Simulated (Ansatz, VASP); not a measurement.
Two plane-wave programs on Cd

```
CELL_PARAMETERS angstrom
2.88186 0.00000 0.00000
-1.44093 2.49577 0.00000
0.00000 0.00000 5.63837
ATOMIC_POSITIONS crystal
Cd 0.33333 0.66667 0.25000
Cd 0.66667 0.33333 0.75000
```

Alike in both runs: task single point; functional LDA; k mesh 13 × 13 × 6; occupations methfessel-paxton of order 1, width 1 eV; no spin polarisation.

```csv
,VASP,Ansatz
version,VASP 6.6.1,Ansatz 0.2.0
potentials or method,"VASP PAW LDA potentials, release 64 (Cd), cutoff 520 eV","plane waves (420 eV) with PAW, scalar-relativistic"
valence electrons in the cell,24,40
```

Ansatz gave:

```
pressure (GPa)                                                : 0.0
traceless stress, the component that is largest in VASP (GPa) : -1.18
```

Q: Which values does VASP return?

A: Pressure (GPa): 0.7; traceless stress, the component that is largest in VASP (GPa): -1.55.

Ansatz warns that its potentials were made for another functional, while VASP's fit it. LDA's correlation is that of Perdew and Zunger in VASP and of Perdew and Wang (1992) in Ansatz. VASP's potentials hold 24 valence electrons a cell and Ansatz's 40, so a difference there can come from the potentials and not from the codes.
